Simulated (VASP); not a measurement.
A run of VASP 6.6.1:

POSCAR

```
Mg13Zn11O24
1.0
    9.7725290000      0.0000000000      0.0000000000
    0.0000000000     11.2896980000      0.0000000000
    0.0000000000      0.0000000000     10.2974720000
Zn Mg O
22 26 48
Direct
    0.1662530000      0.0824740000      0.2495280000
    0.0020520000      0.3330670000      0.2485620000
    0.3322620000      0.3327820000      0.7488720000
    0.0006250000      0.8345700000      0.2473850000
    0.9988410000      0.8338150000      0.7475770000
    0.8335080000      0.0858340000      0.2499640000
    0.6646860000      0.3326890000      0.2488490000
    0.4992460000      0.5844100000      0.7498600000
    0.3329120000      0.8316920000      0.2499660000
    0.8338280000      0.5841080000      0.2469480000
    0.8317180000      0.5834090000      0.7467980000
    0.0003700000      0.1668800000      0.4992540000
    0.3348500000      0.1684530000      0.4985440000
    0.3312530000      0.1649600000      0.9969510000
    0.1679350000      0.4161200000      0.5001790000
    0.9998880000      0.6662390000      0.4975130000
    0.0004310000      0.6682630000      0.9953970000
    0.6651780000      0.1678750000      0.5001290000
    0.4979710000      0.4181050000      0.4987720000
    0.1675470000      0.9146380000      0.4989340000
    0.6672050000      0.6673040000      0.9984260000
    0.4985260000      0.9162230000      0.9998990000
    0.1662990000      0.0844520000      0.7445380000
    0.9992130000      0.3343240000      0.7461290000
    0.4989180000      0.0840210000      0.2467420000
    0.4997640000      0.0831670000      0.7476060000
    0.3311170000      0.3321840000      0.2459970000
    0.1633020000      0.5833680000      0.2479910000
    0.1667830000      0.5846160000      0.7481120000
    0.8338670000      0.0826600000      0.7459280000
    0.6667610000      0.3350340000      0.7454790000
    0.5009000000      0.5806170000      0.2462550000
    0.3357090000      0.8335740000      0.7462690000
    0.6680690000      0.8329180000      0.2478150000
    0.6660260000      0.8320280000      0.7491440000
    0.0003870000      0.1674590000      0.9964160000
    0.1639760000      0.4164210000      0.9960990000
    0.6686130000      0.1670870000      0.9963560000
    0.5022300000      0.4144330000      0.9954380000
    0.3334560000      0.6642490000      0.4979560000
    0.3339910000      0.6688300000      0.9991720000
    0.1694310000      0.9176530000      0.9967810000
    0.8346780000      0.4176740000      0.4949990000
    0.8331140000      0.4171840000      0.9981290000
    0.6668880000      0.6658560000      0.4965960000
    0.5010500000      0.9177130000      0.4969360000
    0.8345250000      0.9156770000      0.4971370000
    0.8345610000      0.9175300000      0.9985900000
    0.0005910000      0.1666550000      0.1893710000
    0.9994600000      0.1676090000      0.6918630000
    0.3318930000      0.1658200000      0.1901150000
    0.3339040000      0.1669390000      0.6904030000
    0.1662400000      0.4176140000      0.1882070000
    0.1664780000      0.4177070000      0.6928400000
    0.9990360000      0.6681010000      0.1887130000
    0.9994290000      0.6669500000      0.6903130000
    0.6663830000      0.1666490000      0.1888580000
    0.6665430000      0.1672050000      0.6932090000
    0.4985140000      0.4147390000      0.1877620000
    0.4984320000      0.4175210000      0.6920080000
    0.3326210000      0.6648210000      0.1918270000
    0.3330660000      0.6671210000      0.6902440000
    0.1679030000      0.9164680000      0.1892330000
    0.1674490000      0.9165950000      0.6920650000
    0.8332230000      0.4160120000      0.1915180000
    0.8333690000      0.4172760000      0.6873950000
    0.6663550000      0.6664670000      0.1916550000
    0.6653070000      0.6664690000      0.6888790000
    0.5001570000      0.9162400000      0.1935000000
    0.5013880000      0.9172080000      0.6889550000
    0.8335330000      0.9184770000      0.1913390000
    0.8318640000      0.9160050000      0.6897360000
    0.1673090000      0.0826440000      0.4426700000
    0.1655390000      0.0831150000      0.9369650000
    0.0013720000      0.3329440000      0.4414890000
    0.9982890000      0.3337690000      0.9382690000
    0.5002280000      0.0840870000      0.4392870000
    0.5005810000      0.0832500000      0.9408770000
    0.3331160000      0.3338360000      0.4383360000
    0.3325660000      0.3331720000      0.9423050000
    0.1663910000      0.5823400000      0.4404840000
    0.1680850000      0.5839010000      0.9405230000
    0.0012180000      0.8329370000      0.4398170000
    0.0013340000      0.8350130000      0.9406410000
    0.8328020000      0.0837750000      0.4430420000
    0.8343220000      0.0830010000      0.9384290000
    0.6658940000      0.3343530000      0.4423000000
    0.6684480000      0.3332320000      0.9375690000
    0.5002110000      0.5832720000      0.4381370000
    0.4997900000      0.5828940000      0.9433920000
    0.3346290000      0.8318640000      0.4432340000
    0.3340650000      0.8334790000      0.9383540000
    0.8336950000      0.5837640000      0.4393700000
    0.8333710000      0.5839050000      0.9398800000
    0.6672160000      0.8330140000      0.4403390000
    0.6671840000      0.8342050000      0.9419130000
```

The input INCAR.step1:

```
PREC = Accurate
ENCUT = 520
EDIFF = 1E-5
ISMEAR = -1
SIGMA = 0.05
LREAL = Auto
LASPH = T
NELM = 100
ALGO = Normal
ISIF = 2
LWAVE = T
LCHARG = F
NBANDS = 356
GGA = PE
LUSENCCL = F
```

File INCAR.step2:

```
PREC = Accurate
ENCUT = 520
EDIFF = 1E-6
ISMEAR = -1
SIGMA = 0.05
LREAL = Auto
LASPH = T
NELM = 100
ALGO = Normal
ISIF = 2
LWAVE = F
LCHARG = F
GGA = PE
LHFCALC = T
HFSCREEN = 0.2079
PRECFOCK = Fast
NBANDS = 356
ISTART = 1
LUSENCCL = F
```

The input KPOINTS:

```
regular mesh
0
Gamma
  1 1 1
```

Potentials or basis: VASP PAW PBE potentials, release 64 (Zn, Mg, O).

The run is started by

```console
$ cat potpaw_PBE.64/Zn/POTCAR potpaw_PBE.64/Mg/POTCAR potpaw_PBE.64/O/POTCAR > POTCAR
$ cp INCAR.step1 INCAR
$ mpirun -np 1 vasp_gam > vasp.out
$ cp INCAR.step2 INCAR
$ mpirun -np 1 vasp_gam > vasp.out
```

Hardware: 1 × NVIDIA H100 80GB with 1 thread of AMD EPYC 7R13 Processor (Zen 3) (shared host).

Q: Estimate the wall time of this run.

A: It took 18 min on 1 × NVIDIA H100 80GB with 1 thread of AMD EPYC 7R13 Processor (Zen 3), on a shared host, peak memory 1.8 GiB. Counts: k points 1.
